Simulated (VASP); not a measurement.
Runs of VASP 6.6.1 on Be2Si. The structure is that of space group Fm-3m (No. 225), or close to it. The cells are those of the table. 

```csv
task,level,potentials or basis,cell,k mesh,grid for exact exchange (PRECFOCK),screening parameter,gap on the mesh (eV),pressure (GPa)
single point,LDA,"VASP PAW LDA potentials, release 64 (Si, Be)","a = 3.734 Å, angles 60.0°, 3 atoms",5 × 5 × 5,-,-,none,-3.7
single point,HSE06,"VASP PAW PBE potentials, release 64 (Si, Be)","a = 3.734 Å, angles 60.0°, 3 atoms",5 × 5 × 5,Normal,0.2079 1/Å,none,(a)
relaxation of the atoms,PBE,"VASP PAW PBE potentials, release 64 (Si, Be)","atoms relaxed from a = 3.752, b = 3.752, c = 3.734 Å, angles 60.2, 60.2, 59.7°, 3 atoms",7 × 7 × 7,-,-,none,-0.7
single point,PBE,"VASP PAW PBE potentials, release 64 (Si, Be)","a = 3.734 Å, angles 60.0°, 3 atoms",9 × 9 × 9,-,-,none,0.2
single point,PBE,"VASP PAW PBE potentials, release 64 (Si, Be)","a = 3.696, b = 3.696, c = 3.734 Å, angles 59.7, 59.7, 60.7°, 3 atoms",7 × 7 × 7,-,-,none,2.3
single point,PBE,"VASP PAW PBE potentials, release 64 (Si, Be)","a = 3.809, b = 3.809, c = 3.734 Å, angles 60.7, 60.7, 58.7°, 3 atoms",7 × 7 × 7,-,-,none,-3.5
single point,PBE,"VASP PAW PBE potentials, release 64 (Si, Be)","a = 3.734, b = 3.715, c = 3.715 Å, angles 60.3, 59.8, 59.8°, 3 atoms",9 × 9 × 9,-,-,none,1.2
single point,PBE,"VASP PAW PBE potentials, release 64 (Si, Be)","a = 3.715, b = 3.715, c = 3.734 Å, angles 59.8, 59.8, 60.3°, 3 atoms",7 × 7 × 7,-,-,none,1.3
single point,BLYP,"VASP PAW PBE potentials, release 64 (Si, Be)","a = 3.734 Å, angles 60.0°, 3 atoms",5 × 5 × 5,-,-,none,(b)
single point,PBE,"VASP PAW PBE potentials, release 64 (Si, Be)","a = 3.752, b = 3.752, c = 3.734 Å, angles 60.2, 60.2, 59.7°, 3 atoms",7 × 7 × 7,-,-,none,-0.7
relaxation of the atoms,PBE,"VASP PAW PBE potentials, release 64 (Si, Be)","atoms relaxed from a = 3.715, b = 3.715, c = 3.734 Å, angles 59.8, 59.8, 60.3°, 3 atoms",7 × 7 × 7,-,-,none,1.3
```

Alike in all rows: no spin polarisation; cutoff (eV) 520; smearing fermi-dirac 0.05 eV.

**Question.** Fill in the values left out.

**Answer.** (a) -0.5; (b) 2.6.

Caveats: some runs use coarse meshes; the PAW data sets were made with another functional, which shifts forces and pressure a little (some runs); the relaxation stopped at its first step, so nothing moved (some runs).

A gap of «none» marks levels without a gap at the run's occupations.
